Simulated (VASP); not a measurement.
# TaN (P-62m) in VASP: further runs

The runs below take TaN through single point, with PBEsol.

Everything below comes from runs of VASP 6.6.1. Logs are shortened: lines on timing, memory, paths and dates and some standing lists are left out, and cuts for length are marked.

**1. The cell of the first run**

Symmetry: P-62m, No. 189, hexagonal system. Conventional cell: a = 5.024 Å, b = 5.024 Å, c = 2.945 Å, α = 90.00°, β = 90.00°, γ = 120.00°. Within 3.0 Å of Ta (site symmetry -6) lie 6 N at 2.13 Å and 5 Ta at 2.90 to 2.95 Å. Within 2.6 Å of Ta (site symmetry -62m) lie 3 N at 2.00 Å. N (site symmetry m2m) has 5 Ta at 2.00 to 2.13 Å and 4 N at 2.66 Å within 2.7 Å.

**2. Single point, PBEsol (biaxial strain in the a-b plane: -3.0 %, then relaxed in part)**

Contents of INCAR:

```
  ALGO = Normal
  EDIFF = 1E-6
  ENCUT = 520
  GGA = PS
  ISIF = 2
  ISMEAR = 0
  LASPH = True
  LCHARG = True
  LELF = True
  LREAL = False
  LVHAR = True
  LWAVE = False
  NBANDS = 33
  NELM = 80
  PREC = Accurate
  SIGMA = 0.1
```

Contents of KPOINTS:

```
k-points
0
Gamma
  12 12 12
```

Contents of POSCAR:

```
TaN
1.0
    5.0235532427      0.0000000000      0.0000000000
   -2.5117766214      4.3505247255      0.0000000000
    0.0000000000      0.0000000000      2.9450478016
Ta N
3 3
Direct
    0.3333333333      0.6666666667      0.5000000000
    0.6666666667      0.3333333333      0.5000000000
    0.0000000000      0.0000000000      0.0000000000
    0.3979536289      0.0000000000      0.0000000000
    0.6020463711      0.6020463711      0.0000000000
    0.0000000000      0.3979536289      0.0000000000
```

Potentials or basis: VASP PAW PBE potentials, release 64 (Ta_pv, N).

Run with:

```sh
$ cat potpaw_PBE.64/Ta_pv/POTCAR potpaw_PBE.64/N/POTCAR > POTCAR
$ mpirun -np 1 vasp_std > vasp.out
```

OUTCAR:

```text
EDIFF = 1E-6
   ENCUT = 520
   GGA = PS
   ISIF = 2
   ISMEAR = 0
   LASPH = True
   LREAL = False
   NELM = 80
   PREC = Accurate

 ion  position               nearest neighbor table
   1  0.333  0.667  0.500-   4 2.13   4 2.13   6 2.13   6 2.13   5 2.13   5 2.13   2 2.90   2 2.90
                             2 2.90   3 3.25   3 3.25   3 3.25   3 3.25   3 3.25   3 3.25
   2  0.667  0.333  0.500-   6 2.13   6 2.13   4 2.13   4 2.13   5 2.13   5 2.13   1 2.90   1 2.90
                             1 2.90   3 3.25   3 3.25   3 3.25   3 3.25   3 3.25   3 3.25
   3  0.000  0.000  0.000-   4 2.00   5 2.00   6 2.00   2 3.25   1 3.25   1 3.25   2 3.25   2 3.25
                             2 3.25   1 3.25   1 3.25   2 3.25   2 3.25   1 3.25   1 3.25
   4  0.398  0.000  0.000-   3 2.00   1 2.13   1 2.13   2 2.13   2 2.13
   5  0.602  0.602  0.000-   3 2.00   1 2.13   1 2.13   2 2.13   2 2.13
   6  0.000  0.398  0.000-   3 2.00   2 2.13   2 2.13   1 2.13   1 2.13

  LATTYP: Found a hexagonal cell.
 ALAT       =     5.0235532427
 C/A-ratio  =     0.5862479523

  Lattice vectors:

 A1 = (   5.0235532427,   0.0000000000,   0.0000000000)
 A2 = (  -2.5117766214,   4.3505247255,   0.0000000000)
 A3 = (   0.0000000000,   0.0000000000,   2.9450478016)

Analysis of symmetry for initial positions (statically):
=====================================================================
 Subroutine PRICEL returns:
 Original cell was already a primitive cell.

 Routine SETGRP: Setting up the symmetry group for a
 hexagonal supercell.

 Subroutine GETGRP returns: Found 12 space group operations
 (whereof 12 operations were pure point group operations)
 out of a pool of 24 trial point group operations.

The static configuration has the point symmetry D_3h.

Analysis of symmetry for dynamics (positions and initial velocities):
=====================================================================
 Subroutine PRICEL returns:
 Original cell was already a primitive cell.

 Routine SETGRP: Setting up the symmetry group for a
 hexagonal supercell.

 Subroutine GETGRP returns: Found 12 space group operations
 (whereof 12 operations were pure point group operations)
 out of a pool of 24 trial point group operations.

The dynamic configuration has the point symmetry D_3h.

 Subroutine INISYM returns: Found 12 space group operations
 (whereof 12 operations are pure point group operations),
 and found     1 'primitive' translations

----------------------------------------------------------------------------------------

                                     Primitive cell

  volume of cell :      64.3643

  direct lattice vectors                    reciprocal lattice vectors
     5.023553243  0.000000000  0.000000000     0.199062288  0.114928665  0.000000000
    -2.511776621  4.350524725  0.000000000     0.000000000  0.229857331  0.000000000
     0.000000000  0.000000000  2.945047802     0.000000000  0.000000000  0.339553062

  length of vectors
     5.023553243  5.023553243  2.945047802     0.229857331  0.229857331  0.339553062

  position of ions in fractional coordinates (direct lattice)
     0.333333333  0.666666667  0.500000000
     0.666666667  0.333333333  0.500000000
     0.000000000  0.000000000  0.000000000
     0.397953629  0.000000000  0.000000000
     0.602046371  0.602046371  0.000000000
     0.000000000  0.397953629  0.000000000

  ion indices of the primitive-cell ions
   primitive index   ion index
                 1           1
                 2           2
                 3           3
                 4           4
                 5           5
                 6           6

----------------------------------------------------------------------------------------

 KPOINTS: k-points

Automatic generation of k-mesh.
 Grid dimensions read from file:
 generate k-points for:   12   12   12

 Generating k-lattice:

  Cartesian coordinates                     Fractional coordinates (reciprocal lattice)
     0.016588524  0.009577389  0.000000000     0.083333333 -0.000000000  0.000000000
     0.000000000  0.019154778  0.000000000     0.000000000  0.083333333  0.000000000
     0.000000000  0.000000000  0.028296089     0.000000000  0.000000000  0.083333333

  Length of vectors
     0.019154778  0.019154778  0.028296089

  Shift w.r.t. Gamma in fractional coordinates (k-lattice)
     0.000000000  0.000000000  0.000000000

 Subroutine IBZKPT returns following result:
 ===========================================

 Found    133 irreducible k-points:

 Following reciprocal coordinates:
            Coordinates               Weight
  0.000000  0.000000  0.000000      1.000000
  0.083333  0.000000  0.000000      6.000000
  0.166667  0.000000  0.000000      6.000000
  0.250000  0.000000  0.000000      6.000000
  0.333333  0.000000  0.000000      6.000000
  0.416667  0.000000  0.000000      6.000000
[... 16 lines left out ...]
  0.250000  0.000000  0.083333     12.000000
  0.333333  0.000000  0.083333     12.000000
 [... further k-points ...]
   k-points           NKPTS =    133   k-points in BZ     NKDIM =    133   number of bands    NBANDS=     33
   number of dos      NEDOS =    301   number of ions     NIONS =      6
   total plane-waves  NPLWV =  38400
   dimension x,y,z NGX =    40 NGY =   40 NGZ =   24
   dimension x,y,z NGXF=    80 NGYF=   80 NGZF=   48
   ions per type =               3   3
   NGX,Y,Z   is equivalent  to a cutoff of  13.24, 13.24, 13.55 a.u.
   NGXF,Y,Z  is equivalent  to a cutoff of  26.47, 26.47, 27.10 a.u.
 SYSTEM =  unknown system
   PREC   = accura    normal or accurate (medium, high low for compatibility)
   ISTART =      0    job   : 0-new  1-cont  2-samecut
   ICHARG =      2    charge: 1-file 2-atom 10-const
   ISPIN  =      1    spin polarized calculation?
   LNONCOLLINEAR =      F non collinear calculations
   LSORBIT =      F    spin-orbit coupling
   LASPH  =      T    aspherical Exc in radial PAW
   ENCUT  =  520.0 eV  38.22 Ry    6.18 a.u.   9.34  9.34  5.48*2*pi/ulx,y,z
   NELM   =     80;   NELMIN=  2; NELMDL= -5     # of ELM steps
   EDIFF  = 0.1E-05   stopping-criterion for ELM
   LREAL  =      F    real-space projection
[... 7 lines left out ...]
   TEBEG  =    0.0;   TEEND  =   0.0 temperature during run
   PSTRESS=    0.0 pullay stress
   NELECT =      48.0000    total number of electrons
   NUPDOWN=      -1.0000    fix difference up-down
   EMIN   =  10.00;   EMAX   =-10.00  energy-range for DOS
   EFERMI =   0.00;   METHOD = LEGACY
   ISMEAR =     0;   SIGMA  =   0.10  broadening in eV -4-tet -1-fermi 0-gaus
   EFERMI_NEDOS =   21; number of points for ismear=-14 and -15
   IALGO  =     38    algorithm
   IMIX   =      4    mixing-type and parameters
     AMIX     =   0.40;   BMIX     =  1.00
     AMIX_MAG =   1.60;   BMIX_MAG =  1.00
  volume/ion in A,a.u.               =      10.73        72.39
  Fermi-wavevector in a.u.,A,eV,Ry     =   1.484591  2.805471 29.987395  2.204011
  Thomas-Fermi vector in A             =   2.598109
   LORBIT       =      0    0 simple, 1 ext, 2 COOP (PROOUT), +10 PAW based schemes
   GGA     = PS    functional components
   LHFCALC =     F    Hartree Fock is set to
   AEXX    =    0.0000 exact exchange contribution
   IVDW    =     0    specifies the selected vdW correction
   LEPSILON=     F    determine dielectric tensor
   LRPA    =     F    only Hartree local field effects (RPA)
 non-spin polarized calculation
 Gauss-broadening in eV      SIGMA  =   0.10
  energy-cutoff  :      520.00
  volume of cell :       64.36
 maximum number of plane-waves:      1758
 NGX is ok and might be reduce to    40
   NGX = 19   NGY = 19   NGZ = 11

 number of electron      48.0000004 magnetization

 Free energy of the ion-electron system (eV)
  ---------------------------------------------------
  ext. energy  EPLUGINS =         0.00000000
  ---------------------------------------------------
  free energy    TOTEN  =       -71.15635182 eV

  energy without entropy =      -71.15446104  energy(sigma->0) =      -71.15540643

 E-fermi :   8.8477     XC(G=0): -13.4710

 val. band max:        8.8143268879   @ k =   0.1667   0.0833   0.1667
 cond. band min:       8.8595531499   @ k =   0.2500   0.0000   0.1667
 fundamental gap:      0.0452262620
 Fermi energy:         8.8476877102

 k-point     1 :       0.0000    0.0000    0.0000
  band No.  band energies     occupation
      1     -27.4092      2.00000
      2     -27.4092      2.00000
      3     -26.9806      2.00000
      4     -26.9806      2.00000
      5     -26.8523      2.00000
      6     -26.6898      2.00000
[... 25 lines left out ...]
     32      12.0917      0.00000
     33      12.1135      0.00000

 k-point     2 :       0.0833    0.0000    0.0000
  band No.  band energies     occupation
      1     -27.4193      2.00000
      2     -27.4092      2.00000
      3     -26.9665      2.00000
      4     -26.9657      2.00000
      5     -26.8496      2.00000
      6     -26.6922      2.00000
[... 25 lines left out ...]
     32      12.1518      0.00000
     33      12.2716      0.00000

 k-point     3 :       0.1667    0.0000    0.0000
  band No.  band energies     occupation
      1     -27.4445      2.00000
      2     -27.4039      2.00000
      3     -26.9319      2.00000
      4     -26.9296      2.00000
      5     -26.8418      2.00000
      6     -26.6991      2.00000
[... 25 lines left out ...]
     32      12.3171      0.00000
     33      12.7109      0.00000

 k-point     4 :       0.2500    0.0000    0.0000
  band No.  band energies     occupation
      1     -27.4747      2.00000
      2     -27.3840      2.00000
      3     -26.9079      2.00000
      4     -26.8820      2.00000
      5     -26.8298      2.00000
      6     -26.7099      2.00000
[... 673 lines left out ...]
     32      12.4588      0.00000
     33      12.8385      0.00000

 k-point    23 :       0.2500    0.0000    0.0833
  band No.  band energies     occupation
      1     -27.4622      2.00000
      2     -27.3730      2.00000
      3     -26.9022      2.00000
      4     -26.8951      2.00000
      5     -26.8732      2.00000
      6     -26.7631      2.00000
[... 25 lines left out ...]
     32      12.7519      0.00000
     33      13.1697      0.00000

 k-point    24 :       0.3333    0.0000    0.0833
  band No.  band energies     occupation
      1     -27.4881      2.00000
      2     -27.3350      2.00000
      3     -26.9298      2.00000
      4     -26.8810      2.00000
      5     -26.8264      2.00000
      6     -26.7774      2.00000
[... 25 lines left out ...]
     32      12.7189      0.00000
     33      12.9340      0.00000

 [... further k-points ...]

------------------------ aborting loop because EDIFF is reached ----------------------------------------

  FORCE on cell =-STRESS in cart. coord.  units (eV):
  Direction    XX          YY          ZZ          XY          YZ          ZX
  --------------------------------------------------------------------------------------
  -------------------------------------------------------------------------------------
  Total        9.5550085      9.5550085      0.4167167     -0.0000000     -0.0000000      0.0000000
  in kB      237.8464441    237.8464441     10.3730503     -0.0000000     -0.0000000      0.0000000
  external PRESSURE =     162.0219795 kB  Pullay stress =       0.0000000 kB

 VOLUME and BASIS-vectors are now :
 -----------------------------------------------------------------------------
  energy-cutoff  :      520.00
  volume of cell :       64.36
      direct lattice vectors                 reciprocal lattice vectors
     5.023553243  0.000000000  0.000000000     0.199062288  0.114928665  0.000000000
    -2.511776621  4.350524725  0.000000000     0.000000000  0.229857331  0.000000000
     0.000000000  0.000000000  2.945047802     0.000000000  0.000000000  0.339553062

 POSITION                                       TOTAL-FORCE (eV/Angst)
 -----------------------------------------------------------------------------------
     -0.00000      2.90035      1.47252         0.000000      0.000000      0.000000
      2.51178      1.45017      1.47252         0.000000      0.000000      0.000000
      0.00000      0.00000      0.00000         0.000000      0.000000      0.000000
      1.99914      0.00000      0.00000         0.021628      0.000000      0.000000
      1.51221      2.61922      0.00000        -0.010814     -0.018731      0.000000
     -0.99957      1.73131      0.00000        -0.010814      0.018731      0.000000
 -----------------------------------------------------------------------------------
    total drift:                                0.000000      0.000001     -0.000000

  FREE ENERGIE OF THE ION-ELECTRON SYSTEM (eV)
  ---------------------------------------------------
  free  energy   TOTEN  =       -71.1563518188 eV

  energy  without entropy=      -71.1544610433  energy(sigma->0) =      -71.15540643
```

It took 5.6 min on 1 thread of Intel Xeon 8259CL, shared host; peak memory 0.35 GiB.

What came out:

```
Free energy            : -71.1564 eV
Pressure               : 16.2 GPa
Largest force          : 0.022 eV/Å
Band gap on the k mesh : zero (bands 24 and 25 overlap by 2.71 eV)
```

Forces in eV/Å, atoms in the order of the input:
```
Ta   0.000  0.000  0.000
Ta   0.000  0.000  0.000
Ta   0.000  0.000  0.000
N    0.022  0.000  0.000
N   -0.011 -0.019  0.000
N   -0.011  0.019  0.000
```

Caveat: the cell differs from its parent crystal (biaxial strain in the a-b plane: -3.0 %, then relaxed in part); the cell stands under pressure; the PAW data sets were made with another functional, which shifts forces and pressure a little; spin-orbit coupling is left out, which moves the levels of the heavy elements.

(Continued in part 2 of 2.)
